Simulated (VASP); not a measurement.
# ZrB2 (P6/mmm) in VASP: further runs

The runs below take ZrB2 through single point, with r2SCAN+U, PBE+D3(BJ).

Program: VASP 6.6.1. These are calculated values, not measurements. Logs are shortened: lines on timing, memory, paths and dates and some standing lists are left out, and cuts for length are marked.

### Step 1. The cell of the first run

The structure is hexagonal, space group P6/mmm (No. 191). The conventional cell has a = 3.177 Å, b = 3.177 Å, c = 3.624 Å, α = 90.00°, β = 90.00°, γ = 120.00°. Zr (site symmetry 6/mmm) has 12 B at 2.58 Å and 6 Zr at 3.18 Å within 3.4 Å. B (site symmetry -6m2) has 3 B at 1.83 Å within 2.4 Å.

### Step 2. Single point, r2SCAN+U

File POSCAR:

```
ZrB2
1.0
    3.1766079689      0.0000000000      0.0000000000
   -1.5883039845      2.7510231990      0.0000000000
    0.0000000000      0.0000000000      3.6244719845
Zr B
1 2
Direct
    0.0000000000      0.0000000000      0.0000000000
    0.6666666667      0.3333333333      0.5000000000
    0.3333333333      0.6666666667      0.5000000000
```

File INCAR.step1:

```
PREC     = Accurate       # precision mode
ENCUT    = 910            # plane-wave cutoff, eV
ISMEAR   = -1             # smearing method
SIGMA    = 0.05           # smearing width, eV
LREAL    = F              # projectors in reciprocal space
LASPH    = T              # aspherical terms in the spheres
NELM     = 200            # most SCF steps
LMAXMIX  = 4              # l up to which the mixer works
LDAU     = T              # DFT+U
LDAUTYPE = 2            
LDAUL    = 2 -1           # shell
LDAUU    = 6 0            # U, eV
LDAUJ    = 0 0          
NBANDS   = 16             # bands
GGA      = PE             # functional
ALGO     = Normal         # electronic algorithm
EDIFF    = 1E-5           # SCF threshold, eV
LWAVE    = T              # write WAVECAR
LCHARG   = F              # write CHGCAR
GGA_COMPAT= F
```

File INCAR.step2:

```
PREC     = Accurate       # precision mode
ENCUT    = 910            # plane-wave cutoff, eV
EDIFF    = 1E-6           # SCF threshold, eV
ISMEAR   = -1             # smearing method
SIGMA    = 0.05           # smearing width, eV
LREAL    = F              # projectors in reciprocal space
LASPH    = T              # aspherical terms in the spheres
NELM     = 200            # most SCF steps
ALGO     = Normal         # electronic algorithm
ISIF     = 2              # what is computed and relaxed
LWAVE    = F              # write WAVECAR
LCHARG   = T              # write CHGCAR
LMAXMIX  = 4              # l up to which the mixer works
LDAU     = T              # DFT+U
LDAUTYPE = 2            
LDAUL    = 2 -1           # shell
LDAUU    = 6 0            # U, eV
LDAUJ    = 0 0          
LDAUPRINT= 1            
METAGGA  = R2SCAN         # meta-GGA
LMIXTAU  = T            
LELF     = T              # ELF
LVHAR    = T            
NBANDS   = 16             # bands
ISTART   = 1            
GGA_COMPAT= F
```

File KPOINTS:

```
regular mesh
0
Gamma
  10 10 8
```

Potentials or basis: VASP PAW PBE potentials, release 64 (Zr_sv, B_h).

Run with:

```console
$ cat potpaw_PBE.64/Zr_sv/POTCAR potpaw_PBE.64/B_h/POTCAR > POTCAR
$ cp INCAR.step1 INCAR
$ mpirun -np 1 vasp_std > vasp.out
$ cp INCAR.step2 INCAR
$ mpirun -np 1 vasp_std > vasp.out
```

OUTCAR:

```text
PREC = Accurate
   ENCUT = 910
   EDIFF = 1E-6
   ISMEAR = -1
   LREAL = F
   LASPH = T
   NELM = 200
   ISIF = 2
   METAGGA = R2SCAN
   ISTART = 1

 ion  position               nearest neighbor table
   1  0.000  0.000  0.000-   2 2.58   3 2.58   2 2.58   3 2.58   2 2.58   2 2.58   3 2.58   3 2.58
                             2 2.58   2 2.58   3 2.58   3 2.58
   2  0.667  0.333  0.500-   1 2.58   1 2.58   1 2.58   1 2.58   1 2.58   1 2.58
   3  0.333  0.667  0.500-   1 2.58   1 2.58   1 2.58   1 2.58   1 2.58   1 2.58

  LATTYP: Found a hexagonal cell.
 ALAT       =     3.1766079689
 C/A-ratio  =     1.1409881295

  Lattice vectors:

 A1 = (   3.1766079689,   0.0000000000,   0.0000000000)
 A2 = (  -1.5883039845,   2.7510231990,   0.0000000000)
 A3 = (   0.0000000000,   0.0000000000,   3.6244719845)

Analysis of symmetry for initial positions (statically):
=====================================================================
 Subroutine PRICEL returns:
 Original cell was already a primitive cell.

 Routine SETGRP: Setting up the symmetry group for a
 hexagonal supercell.

 Subroutine GETGRP returns: Found 24 space group operations
 (whereof 24 operations were pure point group operations)
 out of a pool of 24 trial point group operations.

The static configuration has the point symmetry D_6h.

Analysis of symmetry for dynamics (positions and initial velocities):
=====================================================================
 Subroutine PRICEL returns:
 Original cell was already a primitive cell.

 Routine SETGRP: Setting up the symmetry group for a
 hexagonal supercell.

 Subroutine GETGRP returns: Found 24 space group operations
 (whereof 24 operations were pure point group operations)
 out of a pool of 24 trial point group operations.

The dynamic configuration has the point symmetry D_6h.

 Subroutine INISYM returns: Found 24 space group operations
 (whereof 24 operations are pure point group operations),
 and found     1 'primitive' translations

----------------------------------------------------------------------------------------

                                     Primitive cell

  volume of cell :      31.6740

  direct lattice vectors                    reciprocal lattice vectors
     3.176607969  0.000000000  0.000000000     0.314801200  0.181750557  0.000000000
    -1.588303984  2.751023199  0.000000000     0.000000000  0.363501115  0.000000000
     0.000000000  0.000000000  3.624471984     0.000000000  0.000000000  0.275902257

  length of vectors
     3.176607969  3.176607969  3.624471984     0.363501115  0.363501115  0.275902257

  position of ions in fractional coordinates (direct lattice)
     0.000000000  0.000000000  0.000000000
     0.666666667  0.333333333  0.500000000
     0.333333333  0.666666667  0.500000000

  ion indices of the primitive-cell ions
   primitive index   ion index
                 1           1
                 2           2
                 3           3

----------------------------------------------------------------------------------------

 KPOINTS: regular mesh

Automatic generation of k-mesh.
 Grid dimensions read from file:
 generate k-points for:   10   10    8

 Generating k-lattice:

  Cartesian coordinates                     Fractional coordinates (reciprocal lattice)
     0.031480120  0.018175056  0.000000000     0.100000000 -0.000000000  0.000000000
     0.000000000  0.036350111  0.000000000     0.000000000  0.100000000  0.000000000
     0.000000000  0.000000000  0.034487782     0.000000000  0.000000000  0.125000000
[... 46 lines left out ...]
   NGXF,Y,Z  is equivalent  to a cutoff of  33.49, 33.49, 33.02 a.u.
 SYSTEM =  unknown system
   PREC   = accura    normal or accurate (medium, high low for compatibility)
   ISTART =      1    job   : 0-new  1-cont  2-samecut
   ICHARG =      0    charge: 1-file 2-atom 10-const
   ISPIN  =      1    spin polarized calculation?
   LNONCOLLINEAR =      F non collinear calculations
   LSORBIT =      F    spin-orbit coupling
   LASPH  =      T    aspherical Exc in radial PAW
   ENCUT  =  910.0 eV  66.88 Ry    8.18 a.u.   7.81  7.81  8.92*2*pi/ulx,y,z
   NELM   =    200;   NELMIN=  2; NELMDL=  0     # of ELM steps
   EDIFF  = 0.1E-05   stopping-criterion for ELM
   LREAL  =      F    real-space projection
   EDIFFG = 0.1E-04   stopping-criterion for IOM
   NSW    =      0    number of steps for IOM
   IBRION =     -1    ionic relax: 0-MD 1-quasi-New 2-CG
   NFREE  =      0    steps in history (QN), initial steepest desc. (CG)
   ISIF   =      2    stress and relaxation
   ISYM   =      2    0-nonsym 1-usesym 2-fastsym
   POTIM  = 0.5000    time-step for ionic-motion
   TEBEG  =    0.0;   TEEND  =   0.0 temperature during run
   PSTRESS=    0.0 pullay stress
   NELECT =      18.0000    total number of electrons
   NUPDOWN=      -1.0000    fix difference up-down
   EMIN   =  10.00;   EMAX   =-10.00  energy-range for DOS
   EFERMI =   0.00;   METHOD = LEGACY
   ISMEAR =    -1;   SIGMA  =   0.05  broadening in eV -4-tet -1-fermi 0-gaus
   EFERMI_NEDOS =   21; number of points for ismear=-14 and -15
   IALGO  =     38    algorithm
   IMIX   =      4    mixing-type and parameters
     AMIX     =   0.40;   BMIX     =  1.00
     AMIX_MAG =   1.60;   BMIX_MAG =  1.00
  volume/ion in A,a.u.               =      10.56        71.25
  Fermi-wavevector in a.u.,A,eV,Ry     =   1.356016  2.562499 25.018110  1.838779
  Thomas-Fermi vector in A             =   2.483055
   LORBIT       =      0    0 simple, 1 ext, 2 COOP (PROOUT), +10 PAW based schemes
 LDA+U is selected, type is set to LDAUTYPE =  2
   angular momentum for each species LDAUL =     2   -1
   U (eV)           for each species LDAUU =   6.0  0.0
   J (eV)           for each species LDAUJ =   0.0  0.0
   METAGGA = R2SCAN    functional components
   LHFCALC =     F    Hartree Fock is set to
   AEXX    =    0.0000 exact exchange contribution
   IVDW    =     0    specifies the selected vdW correction
   LEPSILON=     F    determine dielectric tensor
   LRPA    =     F    only Hartree local field effects (RPA)
 non-spin polarized calculation
  energy-cutoff  :      910.00
  volume of cell :       31.67
 maximum number of plane-waves:      2010
 NGX is ok and might be reduce to    32
   NGX = 15   NGY = 15   NGZ = 17

atom =   1  type =  1  l = 2

 onsite density matrix

spin component  1

  0.1619  0.0000  0.0000 -0.0000 -0.0000
  0.0000  0.1364 -0.0000 -0.0000  0.0000
  0.0000 -0.0000  0.1303 -0.0000  0.0000
 -0.0000 -0.0000 -0.0000  0.1364 -0.0000
 -0.0000  0.0000  0.0000 -0.0000  0.1619

spin component  2

  0.1619  0.0000  0.0000 -0.0000 -0.0000
  0.0000  0.1364 -0.0000 -0.0000  0.0000
  0.0000 -0.0000  0.1303 -0.0000  0.0000
 -0.0000 -0.0000 -0.0000  0.1364 -0.0000
 -0.0000  0.0000  0.0000 -0.0000  0.1619

 occupancies and eigenvectors

  o =  0.1303  v =  0.0000  0.0000 -1.0000 -0.0000  0.0000  0.0000  0.0000  0.0000  0.0000  0.0000      0.0000  0.0000  0.0000  0.0000  0.0000  0.0000  0.0000  0.0000  0.0000  0.0000
  o =  0.1303  v =  0.0000  0.0000  0.0000  0.0000  0.0000  0.0000  0.0000 -1.0000 -0.0000  0.0000      0.0000  0.0000  0.0000  0.0000  0.0000  0.0000  0.0000  0.0000  0.0000  0.0000
  o =  0.1364  v = -0.0000 -0.3100 -0.0000 -0.9507 -0.0000  0.0000  0.0000  0.0000  0.0000  0.0000      0.0000  0.0000  0.0000  0.0000  0.0000  0.0000  0.0000  0.0000  0.0000  0.0000
  o =  0.1364  v =  0.0000  0.0000  0.0000  0.0000  0.0000 -0.0000 -0.3100 -0.0000 -0.9507 -0.0000      0.0000  0.0000  0.0000  0.0000  0.0000  0.0000  0.0000  0.0000  0.0000  0.0000
  o =  0.1364  v = -0.0000  0.9507  0.0000 -0.3100  0.0000  0.0000  0.0000  0.0000  0.0000  0.0000      0.0000  0.0000  0.0000  0.0000  0.0000  0.0000  0.0000  0.0000  0.0000  0.0000
  o =  0.1364  v =  0.0000  0.0000  0.0000  0.0000  0.0000 -0.0000  0.9507  0.0000 -0.3100  0.0000      0.0000  0.0000  0.0000  0.0000  0.0000  0.0000  0.0000  0.0000  0.0000  0.0000
  o =  0.1619  v =  0.9986 -0.0000  0.0000 -0.0000  0.0525  0.0000  0.0000  0.0000  0.0000  0.0000      0.0000  0.0000  0.0000  0.0000  0.0000  0.0000  0.0000  0.0000  0.0000  0.0000
  o =  0.1619  v =  0.0000  0.0000  0.0000  0.0000  0.0000  0.9986 -0.0000  0.0000 -0.0000  0.0525      0.0000  0.0000  0.0000  0.0000  0.0000  0.0000  0.0000  0.0000  0.0000  0.0000
  o =  0.1619  v =  0.0525  0.0000 -0.0000 -0.0000 -0.9986  0.0000  0.0000  0.0000  0.0000  0.0000      0.0000  0.0000  0.0000  0.0000  0.0000  0.0000  0.0000  0.0000  0.0000  0.0000
  o =  0.1619  v =  0.0000  0.0000  0.0000  0.0000  0.0000  0.0525  0.0000 -0.0000 -0.0000 -0.9986      0.0000  0.0000  0.0000  0.0000  0.0000  0.0000  0.0000  0.0000  0.0000  0.0000

 number of electron      18.0000000 magnetization

 Free energy of the ion-electron system (eV)
  ---------------------------------------------------
  ext. energy  EPLUGINS =         0.00000000
  ---------------------------------------------------
  free energy    TOTEN  =       -36.62093869 eV

  energy without entropy =      -36.61846759  energy(sigma->0) =      -36.61970314

 E-fermi :  11.9204     XC(G=0): -13.3052

 val. band max:       11.9041222227   @ k =   0.2000   0.2000   0.1250
 cond. band min:      11.9430858006   @ k =   0.0000   0.0000   0.2500
 fundamental gap:      0.0389635779
 Fermi energy:        11.9203650393

 k-point     1 :       0.0000    0.0000    0.0000
  band No.  band energies     occupation
      1     -40.1297      2.00000
      2     -17.5246      2.00000
      3     -16.9848      2.00000
      4     -16.9848      2.00000
      5      -2.1248      2.00000
      6       8.5122      2.00000
[... 433 lines left out ...]
      3     -17.3919      2.00000
      4     -17.2346      2.00000
      5       1.5838      2.00000
      6       3.0265      2.00000
[... 8 lines left out ...]
     15      20.0695      0.00000
     16      22.1690      0.00000

 [... further k-points ...]

------------------------ aborting loop because EDIFF is reached ----------------------------------------

  FORCE on cell =-STRESS in cart. coord.  units (eV):
  Direction    XX          YY          ZZ          XY          YZ          ZX
  --------------------------------------------------------------------------------------
  -------------------------------------------------------------------------------------
  Total        1.6020230      1.6020230      1.2112838     -0.0000000     -0.0000000     -0.0000000
  in kB       81.0357617     81.0357617     61.2708461     -0.0000000     -0.0000000     -0.0000000
  external PRESSURE =      74.4474565 kB  Pullay stress =       0.0000000 kB

 VOLUME and BASIS-vectors are now :
 -----------------------------------------------------------------------------
  energy-cutoff  :      910.00
  volume of cell :       31.67
      direct lattice vectors                 reciprocal lattice vectors
     3.176607969  0.000000000  0.000000000     0.314801200  0.181750557  0.000000000
    -1.588303984  2.751023199  0.000000000     0.000000000  0.363501115  0.000000000
     0.000000000  0.000000000  3.624471984     0.000000000  0.000000000  0.275902257

 POSITION                                       TOTAL-FORCE (eV/Angst)
 -----------------------------------------------------------------------------------
      0.00000      0.00000      0.00000         0.000000     -0.000000      0.000000
      1.58830      0.91701      1.81224        -0.000000      0.000000      0.000000
     -0.00000      1.83402      1.81224        -0.000000     -0.000000      0.000000
 -----------------------------------------------------------------------------------
    total drift:                                0.000000     -0.000000      0.000000

  FREE ENERGIE OF THE ION-ELECTRON SYSTEM (eV)
  ---------------------------------------------------
  free  energy   TOTEN  =       -36.6209386913 eV

  energy  without entropy=      -36.6184675901  energy(sigma->0) =      -36.61970314
```

Wall time 91 s (1 thread of Intel Xeon 6975P-C (Granite Rapids), shared host); peak memory 0.24 GiB.

What came out:

```yaml
Free_energy: -36.6209 eV
Pressure: 7.4 GPa
Band_gap_on_the_k_mesh: zero (bands 9 and 10 overlap by 1.30 eV)
```

Stress tensor (GPa, compression positive):
```
8.10 0.00 0.00
0.00 8.10 0.00
0.00 0.00 6.13
```

Eigenvalues of the final occupation matrices:
| site | spin | trace | eigenvalues |
| --- | --- | --- | --- |
| site 1 d | 1 | 0.73 | 0.13 0.14 0.14 0.16 0.16 |
| site 1 d | 2 | 0.73 | 0.13 0.14 0.14 0.16 0.16 |

Caveat: the cell stands under pressure; the PAW data sets were made with another functional, which shifts forces and pressure a little; U without spin polarisation on a metal has little footing; the U is typed as a test and isn't derived for this compound.

(Part 1 of 2 ends here.)
